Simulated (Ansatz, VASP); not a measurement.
Cs: VASP beside Ansatz

```
CELL_PARAMETERS angstrom
-3.12847 3.12847 3.12847
3.12847 -3.12847 3.12847
3.12847 3.12847 -3.12847
ATOMIC_POSITIONS crystal
Cs 0.00000 0.00000 0.00000
```

Alike in both runs: functional r2SCAN; k mesh 10 × 10 × 10; occupations gaussian, width 0.1 eV; no spin polarisation.

Ansatz relaxed the structure, and its values are those at the end. VASP's run is a single point on that final structure, the one shown.

|  | VASP | Ansatz |
| --- | --- | --- |
| version | VASP 6.6.1 | Ansatz 0.2.0 |
| potentials or method | VASP PAW PBE potentials, release 64 (Cs_sv), cutoff 520 eV | scalar-relativistic, plane waves, PAW |
| valence electrons in the cell | 9 | 9 |

```tsv
	VASP	Ansatz	Ansatz less VASP
gap on the k mesh at the Fermi level (eV)	none	none	-
pressure (GPa)	0.0	0.0	0.00
```

VASP's potentials were made for PBE, not for r2SCAN. A gap of «none» marks a metal or a gap that the smearing closes. The functional is the same, so the differences come from potentials, cutoffs and numerics.

Spin-orbit coupling is off throughout.
